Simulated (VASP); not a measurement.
Input of a VASP 6.6.1 run:

File INCAR:

```
PREC = Accurate ; ENCUT = 520
EDIFF = 1E-6 ; ISMEAR = 0
SIGMA = 0.1 ; LREAL = F
LASPH = T ; NELM = 100
ALGO = Normal ; ISIF = 2
LWAVE = F ; LCHARG = T
GGA = PE ; LELF = T
LVHAR = T ; NBANDS = 26
```

Contents of KPOINTS:

```
regular mesh
0
Gamma
  6 6 6
```

Contents of POSCAR:

```
Ti2Tl
1.0
    1.5531325476      0.8967014945      7.1614408100
   -1.5531325476      0.8967014945      7.1614408100
    0.0000000000     -1.7934029889      7.1614408100
Ti Tl
2 1
Direct
    0.7834816509      0.7834816509      0.7834816509
    0.2165183491      0.2165183491      0.2165183491
    0.0000000000      0.0000000000      0.0000000000
```

Potentials or basis: VASP PAW PBE potentials, release 64 (Ti_sv, Tl_d).

The run is started by

```sh
$ cat potpaw_PBE.64/Ti_sv/POTCAR potpaw_PBE.64/Tl_d/POTCAR > POTCAR
$ mpirun -np 1 vasp_std > vasp.out
```

Question: Predict the largest force.

Answer: 0.007 eV/Å.

Question: Estimate the band gap on the k mesh.

Answer: Zero (an odd number of electrons rules out a gap without spin polarisation).

Question: Estimate the pressure.

Answer: 0.0 GPa.

Forces on the atoms (eV/Å):
```
Ti   0.000  0.000  0.007
Ti   0.000  0.000 -0.007
Tl   0.000  0.000  0.000
```

Caveat: the k points lie up to 0.39 Å⁻¹ apart, too coarse for converged energies and pressures of a metal; spin-orbit coupling is left out, which moves the levels of the heavy elements.
